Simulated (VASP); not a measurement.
# C (I4_1/amd) in VASP: a series of runs

The runs below take C through single point, with PBE.

Program: VASP 6.6.1. These are calculated values, not measurements. Logs are shortened: lines on timing, memory, paths and dates and some standing lists are left out, and cuts for length are marked.

## 1. The cell of the first run

It takes space group I4_1/amd (No. 141, tetragonal). Conventional cell: a = 2.399 Å, b = 2.399 Å, c = 3.482 Å, α = 90.00°, β = 90.00°, γ = 90.00°. C (site symmetry -4m2) has 4 C at 1.48 Å within 2.0 Å.

## 2. Single point, PBE (strain -0.050 along x and y, -0.025 along z)

Input file INCAR:

```
PREC     = Accurate       # precision mode
ENCUT    = 520            # plane-wave cutoff, eV
EDIFF    = 1E-6           # SCF threshold, eV
ISMEAR   = 0              # smearing method
SIGMA    = 0.05           # smearing width, eV
LREAL    = F              # projectors in reciprocal space
LASPH    = T              # aspherical terms in the spheres
NELM     = 60             # most SCF steps
ALGO     = Normal         # electronic algorithm
ISIF     = 2              # what is computed and relaxed
LWAVE    = F              # write WAVECAR
LCHARG   = F              # write CHGCAR
GGA      = PE             # functional
NBANDS   = 11             # bands
```

Input file KPOINTS:

```
Automatic mesh
0
Gamma
  12 12 12
```

Input file POSCAR:

```
C
1.0
    0.0000000000      1.6964506556      1.7410940939
    1.6964506556      0.0000000000      1.7410940939
    1.6964506556      1.6964506556      0.0000000000
C
2
Direct
    0.5000000000      0.5000000000      0.5000000000
    0.7500000000      0.7500000000      0.7500000000
```

Potentials or basis: VASP PAW PBE potentials, release 64 (C).

Run with:

```sh
$ cat potpaw_PBE.64/C/POTCAR > POTCAR
$ mpirun -np 1 vasp_std > vasp.out
```

OUTCAR:

```text
PREC = Accurate
   ENCUT = 520
   EDIFF = 1E-6
   ISMEAR = 0
   LREAL = F
   LASPH = T
   NELM = 60
   ISIF = 2
   GGA = PE

 ion  position               nearest neighbor table
   1  0.500  0.500  0.500-   2 1.48   2 1.48   2 1.48   2 1.48
   2  0.750  0.750  0.750-   1 1.48   1 1.48   1 1.48   1 1.48

  LATTYP: Found a body centered tetragonal cell.
 ALAT       =     2.3991435250
 C/A-ratio  =     1.4514297087

  Lattice vectors:

 A1 = (  -1.6964506556,   0.0000000000,   1.7410940939)
 A2 = (   1.6964506556,   0.0000000000,   1.7410940939)
 A3 = (   0.0000000000,   1.6964506556,  -1.7410940939)

Analysis of symmetry for initial positions (statically):
=====================================================================
 Subroutine PRICEL returns:
 Original cell was already a primitive cell.

 Routine SETGRP: Setting up the symmetry group for a
 body centered tetragonal supercell.

 Subroutine GETGRP returns: Found 16 space group operations
 (whereof  8 operations were pure point group operations)
 out of a pool of 16 trial point group operations.

The static configuration has the point symmetry D_2d.
 The point group associated with its full space group is D_4h.

Analysis of symmetry for dynamics (positions and initial velocities):
=====================================================================
 Subroutine PRICEL returns:
 Original cell was already a primitive cell.

 Routine SETGRP: Setting up the symmetry group for a
 body centered tetragonal supercell.

 Subroutine GETGRP returns: Found 16 space group operations
 (whereof  8 operations were pure point group operations)
 out of a pool of 16 trial point group operations.

The dynamic configuration has the point symmetry D_2d.
 The point group associated with its full space group is D_4h.

 Subroutine INISYM returns: Found 16 space group operations
 (whereof  8 operations are pure point group operations),
 and found     1 'primitive' translations

----------------------------------------------------------------------------------------

                                     Primitive cell

  volume of cell :      10.0215

  direct lattice vectors                    reciprocal lattice vectors
     0.000000000  1.696450656  1.741094094    -0.294733005  0.294733005  0.287175749
     1.696450656  0.000000000  1.741094094     0.294733005 -0.294733005  0.287175749
     1.696450656  1.696450656  0.000000000     0.294733005  0.294733005 -0.287175749

  length of vectors
     2.430916179  2.430916179  2.399143525     0.506166968  0.506166968  0.506166968

  position of ions in fractional coordinates (direct lattice)
     0.500000000  0.500000000  0.500000000
     0.750000000  0.750000000  0.750000000

  ion indices of the primitive-cell ions
   primitive index   ion index
                 1           1
                 2           2

----------------------------------------------------------------------------------------

 KPOINTS: Automatic mesh

Automatic generation of k-mesh.
 Grid dimensions read from file:
 generate k-points for:   12   12   12

 Generating k-lattice:

  Cartesian coordinates                     Fractional coordinates (reciprocal lattice)
    -0.024561084  0.024561084  0.023931312     0.083333333  0.000000000  0.000000000
     0.024561084 -0.024561084  0.023931312     0.000000000  0.083333333  0.000000000
     0.024561084  0.024561084 -0.023931312    -0.000000000 -0.000000000  0.083333333

  Length of vectors
     0.042180581  0.042180581  0.042180581

  Shift w.r.t. Gamma in fractional coordinates (k-lattice)
     0.000000000  0.000000000  0.000000000

 Subroutine IBZKPT returns following result:
 ===========================================

 Found    163 irreducible k-points:

 Following reciprocal coordinates:
            Coordinates               Weight
  0.000000  0.000000  0.000000      1.000000
  0.083333  0.000000  0.000000      8.000000
  0.166667  0.000000  0.000000      8.000000
  0.250000  0.000000  0.000000      8.000000
  0.333333  0.000000  0.000000      8.000000
  0.416667  0.000000  0.000000      8.000000
[... 16 lines left out ...]
  0.500000  0.166667  0.000000      8.000000
 -0.416667  0.166667  0.000000      8.000000
 [... further k-points ...]
   k-points           NKPTS =    163   k-points in BZ     NKDIM =    163   number of bands    NBANDS=     11
   number of dos      NEDOS =    301   number of ions     NIONS =      2
   total plane-waves  NPLWV =   5832
   dimension x,y,z NGX =    18 NGY =   18 NGZ =   18
   dimension x,y,z NGXF=    36 NGYF=   36 NGZF=   36
   ions per type =               2
   NGX,Y,Z   is equivalent  to a cutoff of  12.31, 12.31, 12.47 a.u.
   NGXF,Y,Z  is equivalent  to a cutoff of  24.62, 24.62, 24.95 a.u.
 SYSTEM =  unknown system
   PREC   = accura    normal or accurate (medium, high low for compatibility)
   ISTART =      0    job   : 0-new  1-cont  2-samecut
   ICHARG =      2    charge: 1-file 2-atom 10-const
   ISPIN  =      1    spin polarized calculation?
   LNONCOLLINEAR =      F non collinear calculations
   LSORBIT =      F    spin-orbit coupling
   LASPH  =      T    aspherical Exc in radial PAW
   ENCUT  =  520.0 eV  38.22 Ry    6.18 a.u.   4.52  4.52  4.46*2*pi/ulx,y,z
   NELM   =     60;   NELMIN=  2; NELMDL= -5     # of ELM steps
   EDIFF  = 0.1E-05   stopping-criterion for ELM
   LREAL  =      F    real-space projection
   EDIFFG = 0.1E-04   stopping-criterion for IOM
   NSW    =      0    number of steps for IOM
   IBRION =     -1    ionic relax: 0-MD 1-quasi-New 2-CG
   NFREE  =      0    steps in history (QN), initial steepest desc. (CG)
   ISIF   =      2    stress and relaxation
   ISYM   =      2    0-nonsym 1-usesym 2-fastsym
   POTIM  = 0.5000    time-step for ionic-motion
   TEBEG  =    0.0;   TEEND  =   0.0 temperature during run
   PSTRESS=    0.0 pullay stress
   NELECT =       8.0000    total number of electrons
   NUPDOWN=      -1.0000    fix difference up-down
   EMIN   =  10.00;   EMAX   =-10.00  energy-range for DOS
   EFERMI =   0.00;   METHOD = LEGACY
   ISMEAR =     0;   SIGMA  =   0.05  broadening in eV -4-tet -1-fermi 0-gaus
   EFERMI_NEDOS =   21; number of points for ismear=-14 and -15
   IALGO  =     38    algorithm
   IMIX   =      4    mixing-type and parameters
     AMIX     =   0.40;   BMIX     =  1.00
     AMIX_MAG =   1.60;   BMIX_MAG =  1.00
  volume/ion in A,a.u.               =       5.01        33.81
  Fermi-wavevector in a.u.,A,eV,Ry     =   1.518658  2.869847 31.379409  2.306322
  Thomas-Fermi vector in A             =   2.627749
   LORBIT       =      0    0 simple, 1 ext, 2 COOP (PROOUT), +10 PAW based schemes
   GGA     = PE    functional components
   LHFCALC =     F    Hartree Fock is set to
   AEXX    =    0.0000 exact exchange contribution
   IVDW    =     0    specifies the selected vdW correction
   LEPSILON=     F    determine dielectric tensor
   LRPA    =     F    only Hartree local field effects (RPA)
 non-spin polarized calculation
 Gauss-broadening in eV      SIGMA  =   0.05
  energy-cutoff  :      520.00
  volume of cell :       10.02
 maximum number of plane-waves:       284
   NGX =  9   NGY =  9   NGZ =  9

 number of electron       7.9999997 magnetization

 Free energy of the ion-electron system (eV)
  ---------------------------------------------------
  ext. energy  EPLUGINS =         0.00000000
  ---------------------------------------------------
  free energy    TOTEN  =       -17.88984429 eV

  energy without entropy =      -17.88984429  energy(sigma->0) =      -17.88984429

 E-fermi :  12.0956     XC(G=0): -13.8831

 val. band max:       11.7555889935   @ k =   0.0000   0.0000   0.0000
 cond. band min:      15.8443276720   @ k =   0.3333   0.0000   0.3333
 fundamental gap:      4.0887386785
 Fermi energy:        12.0955525166

 k-point     1 :       0.0000    0.0000    0.0000
  band No.  band energies     occupation
      1     -11.6082      2.00000
      2      11.3153      2.00000
      3      11.7556      2.00000
      4      11.7556      2.00000
      5      17.4357      0.00000
      6      17.4357      0.00000
      7      17.7760      0.00000
      8      27.8824      0.00000
      9      32.5827      0.00000
     10      38.7106      0.00000
     11      39.5747      0.00000

 k-point     2 :       0.0833    0.0000    0.0000
  band No.  band energies     occupation
      1     -11.3992      2.00000
      2      10.2164      2.00000
      3      11.1198      2.00000
      4      11.3929      2.00000
      5      17.9285      0.00000
      6      18.0276      0.00000
      7      18.5272      0.00000
      8      27.9404      0.00000
      9      32.9141      0.00000
     10      36.5133      0.00000
     11      37.7403      0.00000

 k-point     3 :       0.1667    0.0000    0.0000
  band No.  band energies     occupation
      1     -10.7741      2.00000
      2       7.4798      2.00000
      3      10.2751      2.00000
      4      10.6235      2.00000
      5      18.9930      0.00000
      6      19.0250      0.00000
      7      19.9296      0.00000
      8      28.0972      0.00000
      9      33.5841      0.00000
     10      34.9877      0.00000
     11      35.8537      0.00000

 k-point     4 :       0.2500    0.0000    0.0000
  band No.  band energies     occupation
      1      -9.7398      2.00000
      2       4.3977      2.00000
      3       9.4329      2.00000
      4       9.8479      2.00000
      5      19.8494      0.00000
      6      19.9838      0.00000
      7      21.0683      0.00000
      8      28.2893      0.00000
      9      33.9766      0.00000
     10      34.9120      0.00000
     11      35.2792      0.00000

 k-point     5 :       0.3333    0.0000    0.0000
  band No.  band energies     occupation
      1      -8.3128      2.00000
      2       1.3678      2.00000
      3       8.7669      2.00000
      4       9.2420      2.00000
      5      20.2333      0.00000
      6      20.5387      0.00000
      7      21.8159      0.00000
      8      28.4166      0.00000
      9      34.3819      0.00000
     10      36.1186      0.00000
     11      36.1362      0.00000
[... 211 lines left out ...]
 k-point    21 :       0.3333    0.1667    0.0000
  band No.  band energies     occupation
      1      -8.6552      2.00000
      2       3.8266      2.00000
      3       7.5025      2.00000
      4       7.6071      2.00000
      5      18.4166      0.00000
      6      23.4273      0.00000
      7      23.4880      0.00000
      8      24.6820      0.00000
      9      34.2975      0.00000
     10      34.9319      0.00000
     11      40.3967      0.00000

 k-point    22 :       0.4167    0.1667    0.0000
  band No.  band energies     occupation
      1      -7.1359      2.00000
      2       1.0477      2.00000
      3       6.6240      2.00000
      4       7.2914      2.00000
      5      19.0412      0.00000
      6      23.6309      0.00000
      7      24.0088      0.00000
      8      25.7636      0.00000
      9      34.1661      0.00000
     10      36.0723      0.00000
     11      40.8286      0.00000

 k-point    23 :       0.5000    0.1667    0.0000
  band No.  band energies     occupation
      1      -5.3367      2.00000
      2      -1.4846      2.00000
      3       5.8160      2.00000
      4       7.4171      2.00000
      5      19.4482      0.00000
      6      23.2952      0.00000
      7      24.3100      0.00000
      8      27.5168      0.00000
      9      33.2433      0.00000
     10      37.6697      0.00000
     11      39.9903      0.00000

 k-point    24 :      -0.4167    0.1667    0.0000
  band No.  band energies     occupation
      1      -4.6528      2.00000
      2      -2.2875      2.00000
      3       5.2881      2.00000
      4       7.8596      2.00000
      5      19.9586      0.00000
      6      22.7134      0.00000
      7      24.2701      0.00000
      8      28.6592      0.00000
      9      32.7438      0.00000
     10      37.2622      0.00000
     11      38.5985      0.00000

 [... further k-points ...]
[... 5 lines left out ...]
  --------------------------------------------------------------------------------------
  -------------------------------------------------------------------------------------
  Total        5.0432873      5.0432873      3.2810162      0.0000000     -0.0000000      0.0000000
  in kB      806.2868699    806.2868699    524.5468196      0.0000000     -0.0000000      0.0000000
  external PRESSURE =     712.3735198 kB  Pullay stress =       0.0000000 kB

 VOLUME and BASIS-vectors are now :
 -----------------------------------------------------------------------------
  energy-cutoff  :      520.00
  volume of cell :       10.02
      direct lattice vectors                 reciprocal lattice vectors
     0.000000000  1.696450656  1.741094094    -0.294733005  0.294733005  0.287175749
     1.696450656  0.000000000  1.741094094     0.294733005 -0.294733005  0.287175749
     1.696450656  1.696450656  0.000000000     0.294733005  0.294733005 -0.287175749

 POSITION                                       TOTAL-FORCE (eV/Angst)
 -----------------------------------------------------------------------------------
      1.69645      1.69645      1.74109        -0.000000     -0.000000     -0.000000
      2.54468      2.54468      2.61164         0.000000      0.000000      0.000000
 -----------------------------------------------------------------------------------
    total drift:                                0.000000     -0.000000      0.000000

  FREE ENERGIE OF THE ION-ELECTRON SYSTEM (eV)
  ---------------------------------------------------
  free  energy   TOTEN  =       -17.8898442853 eV

  energy  without entropy=      -17.8898442853  energy(sigma->0) =      -17.88984429
```

Wall time 5.6 s (1 thread of Intel Xeon 6975P-C (Granite Rapids), shared host); peak memory 0.12 GiB.

What came out:

* Free energy: -17.8898 eV
* Pressure: 71.2 GPa
* Band gap on the k mesh: 4.09 eV, indirect (least direct gap 5.68 eV)

Stress tensor (GPa, compression positive):
```
80.63  0.00  0.00
 0.00 80.63  0.00
 0.00  0.00 52.45
```

Caveat: the cell differs from its parent crystal (strain -0.050 along x and y, -0.025 along z).

## 3. Single point, PBE (strain -0.025 along x and y, -0.050 along z)

Input file INCAR:

```
  PREC = Accurate
  ENCUT = 520
  EDIFF = 1E-7
  ISMEAR = 0
  SIGMA = 0.05
  LREAL = F
  LASPH = T
  NELM = 80
  ALGO = Normal
  ISIF = 2
  LWAVE = F
  LCHARG = F
  GGA = PE
  NBANDS = 11
```

KPOINTS is that of step 2.

Input file POSCAR:

```
C
1.0
    0.0000000000      1.7410940939      1.6964506556
    1.7410940939      0.0000000000      1.6964506556
    1.7410940939      1.7410940939      0.0000000000
C
2
Direct
    0.5000000000      0.5000000000      0.5000000000
    0.7500000000      0.7500000000      0.7500000000
```

Potentials or basis: VASP PAW PBE potentials, release 64 (C).

Run with:

```sh
$ cat potpaw_PBE.64/C/POTCAR > POTCAR
$ mpirun -np 1 vasp_std > vasp.out
```

Run time: 6.2 s. Hardware: 1 thread of Intel Xeon 6975P-C (Granite Rapids), shared host; peak memory 0.12 GiB.

Results (log left out):

* Free energy: -17.9939 eV
* Pressure: 54.3 GPa
* Band gap on the k mesh: 3.69 eV, indirect (least direct gap 5.37 eV)

Stress tensor (GPa, compression positive):
```
45.69  0.00  0.00
 0.00 45.69  0.00
 0.00  0.00 71.67
```

Levels at points of the mesh, in eV from the valence-band top:
| k point | band 2 | band 3 | band 4 | band 5 | band 6 | band 7 |
| --- | --- | --- | --- | --- | --- | --- |
| (0.00, 0.00, 0.00) | -0.41 | -0.41 | 0.00 | 5.37 | 5.71 | 5.71 |
| (0.50, 0.00, 0.00) | -14.78 | -3.58 | -3.08 | 8.46 | 8.54 | 10.14 |
| (0.50, 0.50, 0.00) | -13.46 | -7.46 | -7.46 | 4.25 | 4.25 | 18.17 |
| (0.50, 0.00, 0.50) | -13.91 | -7.04 | -7.04 | 4.91 | 4.91 | 18.00 |

Caveat: the cell differs from its parent crystal (strain -0.025 along x and y, -0.050 along z). A k mesh can miss the band edges.

## 4. Single point, PBE (strain -0.050 along x and y, +0.050 along z)

Input file INCAR:

```
PREC     = Accurate       # precision mode
ENCUT    = 520            # plane-wave cutoff, eV
EDIFF    = 1E-7           # SCF threshold, eV
ISMEAR   = 0              # smearing method
SIGMA    = 0.05           # smearing width, eV
LREAL    = F              # projectors in reciprocal space
LASPH    = T              # aspherical terms in the spheres
NELM     = 100            # most SCF steps
ALGO     = Normal         # electronic algorithm
ISIF     = 2              # what is computed and relaxed
LWAVE    = F              # write WAVECAR
LCHARG   = F              # write CHGCAR
GGA      = PE             # functional
NBANDS   = 11             # bands
```

KPOINTS is that of step 3.

Input file POSCAR:

```
C
1.0
    0.0000000000      1.6964506556      1.8750244088
    1.6964506556      0.0000000000      1.8750244088
    1.6964506556      1.6964506556      0.0000000000
C
2
Direct
    0.5000000000      0.5000000000      0.5000000000
    0.7500000000      0.7500000000      0.7500000000
```

Run with:

```sh
$ cat potpaw_PBE.64/C/POTCAR > POTCAR
$ mpirun -np 1 vasp_std > vasp.out
```

Wall time 6.4 s (1 thread of Intel Xeon 6975P-C (Granite Rapids), shared host); peak memory 0.12 GiB.

The run converged. Its results:

* Free energy: -17.9007 eV
* Pressure: 26.8 GPa
* Band gap on the k mesh: 2.98 eV, indirect (least direct gap 4.82 eV)

Stress tensor (GPa, compression positive):
```
 62.82   0.00   0.00
  0.00  62.82   0.00
  0.00   0.00 -45.13
```

Levels at points of the mesh, in eV from the valence-band top:
| k point | band 2 | band 3 | band 4 | band 5 | band 6 | band 7 |
| --- | --- | --- | --- | --- | --- | --- |
| (0.00, 0.00, 0.00) | -1.74 | 0.00 | 0.00 | 4.82 | 4.82 | 6.09 |
| (0.50, 0.00, 0.00) | -14.49 | -4.49 | -2.49 | 6.21 | 8.53 | 10.37 |
| (0.50, 0.50, 0.00) | -14.74 | -6.09 | -6.09 | 5.94 | 5.94 | 16.53 |
| (0.50, 0.00, 0.50) | -13.13 | -7.62 | -7.62 | 3.55 | 3.55 | 16.60 |

Caveat: the cell differs from its parent crystal (strain -0.050 along x and y, +0.050 along z). A k mesh can miss the band edges.

## 5. Single point, PBE (strain -0.050 along x and y, +0.025 along z)

Input file INCAR:

```
ALGO = Normal
EDIFF = 1E-6
ENCUT = 520
GGA = PE
ISIF = 2
ISMEAR = 0
LASPH = T
LCHARG = F
LREAL = F
LWAVE = F
NBANDS = 11
NELM = 100
PREC = Accurate
SIGMA = 0.05
```

Input file KPOINTS:

```
k-points
0
Gamma
  12 12 12
```

Input file POSCAR:

```
C
1.0
    0.0000000000      1.6964506556      1.8303809705
    1.6964506556      0.0000000000      1.8303809705
    1.6964506556      1.6964506556      0.0000000000
C
2
Direct
    0.5000000000      0.5000000000      0.5000000000
    0.7500000000      0.7500000000      0.7500000000
```

Run with:

```sh
$ cat potpaw_PBE.64/C/POTCAR > POTCAR
$ mpirun -np 1 vasp_std > vasp.out
```

It took 6.5 s on 1 thread of Intel Xeon 6975P-C (Granite Rapids), shared host; peak memory 0.12 GiB.

Results (log left out):

```
Free energy            : -17.9486 eV
Pressure               : 40.0 GPa
Band gap on the k mesh : 3.32 eV, indirect (least direct gap 5.09 eV)
```

Stress tensor (GPa, compression positive):
```
 67.44   0.00   0.00
  0.00  67.44   0.00
  0.00   0.00 -14.84
```

Levels at points of the mesh, in eV from the valence-band top:
```tsv
k point	band 2	band 3	band 4	band 5	band 6	band 7
(0.00, 0.00, 0.00)	-1.31	0.00	0.00	5.09	5.09	6.06
(0.50, 0.00, 0.00)	-14.64	-4.19	-2.65	7.00	8.69	10.39
(0.50, 0.50, 0.00)	-14.56	-6.36	-6.36	5.75	5.75	17.19
(0.50, 0.00, 0.50)	-13.30	-7.55	-7.55	3.89	3.89	17.32
```

Caveat: the cell differs from its parent crystal (strain -0.050 along x and y, +0.025 along z). A k mesh can miss the band edges.

## 6. The runs side by side

| cell | gap on the mesh (eV) | pressure (GPa) |
| --- | --- | --- |
| a = 2.431, b = 2.431, c = 2.399 Å, angles 60.4, 60.4, 59.1°, 2 atoms | 4.09 | 71.2 |
| a = 2.431, b = 2.431, c = 2.462 Å, angles 59.6, 59.6, 60.9°, 2 atoms | 3.69 | 54.3 |
| a = 2.529, b = 2.529, c = 2.399 Å, angles 61.7, 61.7, 56.6°, 2 atoms | 2.98 | 26.8 |
| a = 2.496, b = 2.496, c = 2.399 Å, angles 61.3, 61.3, 57.5°, 2 atoms | 3.32 | 40.0 |

Alike in all rows: task single point; level PBE; potentials or basis VASP PAW PBE potentials, release 64 (C); no spin polarisation; k mesh 12 × 12 × 12; cutoff (eV) 520; smearing gaussian 0.05 eV.

Total energies depend on the potentials used, so only differences within one code and one set of settings carry meaning.
